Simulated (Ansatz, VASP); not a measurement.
**Y4I: VASP beside Ansatz**

```
Y I
1.0
    -3.54985    3.54985    3.54985
     3.54985   -3.54985    3.54985
     3.54985    3.54985   -3.54985
Y I
4 1
Direct
  0.00000 0.00000 0.50000
  0.00000 0.50000 0.00000
  0.50000 0.00000 0.00000
  0.50000 0.50000 0.50000
  0.00000 0.00000 0.00000
```

Change from the starting cell: species swapped into the CrGa4 type (Im-3m, No. 229).

Alike in both runs: functional PBE; k mesh 8 × 8 × 8; occupations gaussian, width 0.1 eV; no spin polarisation.

Ansatz relaxed the structure, and its values are those at the end. VASP's run is a single point on that final structure, the one shown.

```csv
,VASP,Ansatz
version,VASP 6.6.1,Ansatz 0.2.0
potentials or method,"VASP PAW PBE potentials, release 64 (Y_sv, I), cutoff 520 eV","scalar-relativistic, plane waves, PAW"
valence electrons in the cell,51,61
```

|  | VASP | Ansatz | Ansatz less VASP |
| --- | --- | --- | --- |
| gap on the k mesh at the Fermi level (eV) | none | none | - |
| pressure (GPa) | -0.1 | 0.0 | +0.04 |

A gap of «none» marks a metal or a gap that the smearing closes. With one functional, cell and mesh, what is left measures potentials, basis and numerics. VASP's potentials hold 51 valence electrons a cell and Ansatz's 61, so a difference there can come from the potentials and not from the codes.

Neither program's run includes spin-orbit coupling.
